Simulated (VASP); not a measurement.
Runs of VASP 6.6.1 on Al2Cu. The structure is that of space group P4/mmm (No. 123), or close to it. The cells are those of the table. 

```csv
task,level,potentials or basis,cell,k mesh,cutoff (eV),gap on the mesh (eV),pressure (GPa),relaxed volume (Å³/atom)
single point,r2SCAN,"VASP PAW PBE potentials, release 64 (Al, Cu)","a = 4.088, b = 4.088, c = 2.851 Å, 3 atoms",10 × 10 × 14,520,none,(a),-
relaxation of cell and atoms,PBE,"VASP PAW PBE potentials, release 64 (Al, Cu)","relaxed from a = 4.105, b = 4.105, c = 2.891 Å, 3 atoms",10 × 10 × 14,600,-,0.1,16.36
single point,PBE,"VASP PAW PBE potentials, release 64 (Al, Cu_sv_GW)","a = 4.105, b = 4.105, c = 2.891 Å, 3 atoms",1 × 1 × 1,700,none,0.1,-
relaxation of cell and atoms,PBEsol,"VASP PAW PBE potentials, release 64 (Al, Cu)","relaxed from a = 4.105, b = 4.105, c = 2.891 Å, 3 atoms",10 × 10 × 14,600,none,0.0,15.87
relaxation of cell and atoms,LDA,"VASP PAW LDA potentials, release 64 (Al, Cu)","relaxed from a = 4.105, b = 4.105, c = 2.891 Å, 3 atoms",10 × 10 × 14,600,none,0.0,15.42
```

Alike in all rows: no spin polarisation; smearing gaussian 0.1 eV.

Question: Fill in the values left out.

Answer: (a) -0.2.

Caveats: some runs use coarse meshes; the highest band is partly filled, so the run has too few bands (at least some runs); the PAW data sets were made with another functional, which shifts forces and pressure a little (at least some runs).

A gap of «none» marks levels without a gap at the run's occupations.

The runs don't all hold the same shells in valence.
